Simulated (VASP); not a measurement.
Here is a VASP 6.6.1 calculation.

The input INCAR:

```
SYSTEM = Mn4W
ALGO = Normal
EDIFF = 1E-6
ENCUT = 500
GGA = PE
GGA_COMPAT = .False.
ISIF = 2
ISMEAR = 0
ISPIN = 2
LASPH = .True.
LCHARG = .False.
LMAXMIX = 4
LORBIT = 11
LREAL = .False.
LWAVE = .False.
MAGMOM = 3.19 3.19 3.19 3.19 -0.77
NBANDS = 45
NELM = 200
PREC = Accurate
SIGMA = 0.1
```

The input KPOINTS:

```
k-points
0
Gamma
  10 10 10
  0 0 0
```

Contents of POSCAR:

```
Mn4W
1.0
   -2.8270353158      2.8270353158      2.8270353158
    2.8270353158     -2.8270353158      2.8270353158
    2.8270353158      2.8270353158     -2.8270353158
Mn W
4 1
Direct
    0.0000000000      0.5000000000      0.0000000000
    0.5000000000      0.5000000000      0.5000000000
    0.0000000000      0.0000000000      0.5000000000
    0.5000000000      0.0000000000      0.0000000000
    0.0000000000      0.0000000000      0.0000000000
```

Potentials or basis: VASP PAW PBE potentials, release 64 (Mn_pv, W_sv).

Command:

```sh
$ cat potpaw_PBE.64/Mn_pv/POTCAR potpaw_PBE.64/W_sv/POTCAR > POTCAR
$ mpirun -np 1 vasp_std > vasp.out
```

Predict the pressure.

0.3 GPa.

What does it give for the site moments?

Mn +3.02; W -0.93 μB.
